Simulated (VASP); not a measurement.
Input of a VASP 6.6.1 run:

The input INCAR:

```
SYSTEM = W
ALGO = Fast
EDIFF = 1E-7
ENCUT = 520
GGA = PS
ISIF = 2
ISMEAR = 0
ISYM = 0
LASPH = .TRUE.
LCHARG = .TRUE.
LELF = .TRUE.
LREAL = .FALSE.
LVHAR = .TRUE.
LWAVE = .FALSE.
NBANDS = 13
NELM = 100
PREC = Accurate
SIGMA = 0.1
```

File KPOINTS:

```
k-points
0
G
  12 12 15
  0 0 0
```

File POSCAR:

```
W
1.0
    2.8679136047      0.0000000000      0.0000000000
   -1.4339568024      2.4836860375      0.0000000000
    1.4339568024      0.8278953458      2.2687895438
W
1
Direct
    0.0000000000      0.0000000000      0.0000000000
```

Potentials or basis: VASP PAW PBE potentials, release 64 (W_sv).

Launch:

```sh
$ cat potpaw_PBE.64/W_sv/POTCAR > POTCAR
$ mpirun -np 1 vasp_std > vasp.out
```

Estimate the pressure.

-2.9 GPa.

Predict the band gap on the k mesh.

zero (band 7 reaches 13.69 eV, above the bottom of band 8 at 10.03 eV).

Stress tensor (GPa, compression positive):
```
-0.29  0.02 -0.10
 0.02 -0.32 -0.06
-0.10 -0.06 -8.04
```

Caveat: the PAW data sets were made with another functional, which shifts forces and pressure a little; spin-orbit coupling is left out, which moves the levels of the heavy elements.
